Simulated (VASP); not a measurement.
Write the native input for VASP 6.6.1 that does the following.

* Task: single point
* Functional: LDA
* Potentials or basis: VASP PAW LDA potentials, release 64 (Si, O)
* Cutoff: 520 eV
* k mesh: 6 × 6 × 10
* Occupations: gaussian, width 0.05 eV
* Spin: no spin polarisation
* Dipole correction: no
* Further INCAR settings: ALGO = Normal; EDIFF = 1e-06; NBANDS = 25

The structure of SiO2 lies in POSCAR:

```
SiO2
1.0
    4.6389212199      0.0000000000      0.0000000000
    0.0000000000      4.6389212199      0.0000000000
    0.0000000000      0.0000000000      2.4767200393
Si O
2 4
Direct
    0.5000000000      0.5000000000      0.5000000000
    0.0000000000      0.0000000000      0.0000000000
    0.6944252994      0.6944252994      0.0000000000
    0.1944252994      0.8055747006      0.5000000000
    0.3055747006      0.3055747006      0.0000000000
    0.8055747006      0.1944252994      0.5000000000
```

This cell differs from its parent crystal: volume 8.883 Å^3 an atom, c/a of the conventional cell 0.5339.

The input as run:

INCAR

```
ALGO     = Normal         # electronic algorithm
EDIFF    = 1E-6           # SCF threshold, eV
ENCUT    = 520            # plane-wave cutoff, eV
GGA      = CA             # functional
ISIF     = 2              # what is computed and relaxed
ISMEAR   = 0              # smearing method
LASPH    = True           # aspherical terms in the spheres
LCHARG   = True           # write CHGCAR
LELF     = True           # ELF
LREAL    = False          # projectors in reciprocal space
LVHAR    = True         
LWAVE    = False          # write WAVECAR
NBANDS   = 25             # bands
NELM     = 100            # most SCF steps
PREC     = Accurate       # precision mode
SIGMA    = 0.05           # smearing width, eV
```

KPOINTS

```
k-points
0
Gamma
  6 6 10
```

Potentials or basis: VASP PAW LDA potentials, release 64 (Si, O).

Launch:

```bash
$ cat potpaw_LDA.64/Si/POTCAR potpaw_LDA.64/O/POTCAR > POTCAR
$ mpirun -np 1 vasp_std > vasp.out
```

Results of the run:

```yaml
Pressure: -23.9 GPa
Largest_force: 2.694 eV/Å
Band_gap_on_the_k_mesh: 3.54 eV, direct
```

Caveat: forces of over 1 eV/Å act on the atoms, so gaps and moduli don't describe the material at rest.

Run time: 22 s on 1 thread of Intel(R) Xeon(R) 6975P-C (Granite Rapids), on a shared host, peak memory 0.17 GiB.
